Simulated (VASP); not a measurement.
# GaS5: single point with PBE

Crystal: GaS5.

```
Ga S
1.0
     5.84282    0.00000    0.00000
    -2.92141    5.06003    0.00000
     0.00000    0.00000    4.65211
Ga S
1 5
Direct
  0.00000 0.00000 0.00000
  0.33333 0.66667 0.00000
  0.66667 0.33333 0.00000
  0.50000 0.00000 0.50000
  0.50000 0.50000 0.50000
  0.00000 0.50000 0.50000
```

```json
{
 "Program": "VASP 6.6.1",
 "Task": "single point",
 "Functional": "PBE",
 "Potentials or basis": "VASP PAW PBE potentials, release 64 (Ga_d, S)",
 "Cutoff": "520 eV",
 "k mesh": "3 × 3 × 4",
 "Occupations": "gaussian, width 0.1 eV",
 "Spin": "no spin polarisation"
}
```

| Item | Value |
| --- | --- |
| Pressure | -7.4 GPa |

Stress tensor (GPa, compression positive):
```
 -3.72   0.00   0.00
  0.00  -3.72   0.00
  0.00   0.00 -14.85
```

Levels at points of the mesh, in eV from the Fermi level:
| k point | band 18 | band 19 | band 20 | band 21 | band 22 | band 23 | band 24 | band 25 |
| --- | --- | --- | --- | --- | --- | --- | --- | --- |
| (0.00, 0.00, 0.00) | -2.11 | -1.55 | -1.55 | -0.34 | -0.34 | 0.90 | 1.42 | 1.42 |
| (0.00, 0.00, 0.50) | -1.59 | -1.20 | -0.98 | 0.94 | 1.15 | 1.46 | 1.46 | 1.54 |

It took 66 s on 1 thread of AMD EPYC 7R43 64-Core Processor (Zen 3), on a shared host, peak memory 0.23 GiB.

Caveat: the k points lie up to 0.41 Å⁻¹ apart.
